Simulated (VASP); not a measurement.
Runs of VASP 6.6.1 on BaTiO3. The typed cell holds 5 atoms: a = 4.004 Å, b = 4.004 Å, c = 4.004 Å, α = 89.85°, β = 89.85°, γ = 89.85°. 

```tsv
level	k mesh	gap on the mesh (eV)	pressure (GPa)	largest force (eV/Å)
BLYP	7 × 7 × 7	2.76	17.3	2.55
PBE	3 × 3 × 3	2.99	11.4	(a)
PBEsol	7 × 7 × 7	2.71	5.2	(c)
PBE	7 × 7 × 7	(b)	11.4	2.32
```

Alike in all rows: task single point; potentials or basis VASP PAW PBE potentials, release 64 (Ba_sv, Ti_sv, O); no spin polarisation; cell as given; cutoff (eV) 520; smearing fermi-dirac 0.05 eV.

Task: Estimate the missing entries.

Result: (a) 2.20; (b) 2.75; (c) 2.23.

Caveats: some runs use coarse meshes; spin-orbit coupling is left out, which moves the levels of the heavy elements; the PAW data sets were made with another functional, which shifts forces and pressure a little (some runs); forces of over 1 eV/Å act on the atoms, so gaps and moduli don't describe the material at rest (some runs).

A k mesh can miss the band edges, and the runs leave out spin-orbit coupling on Ba.
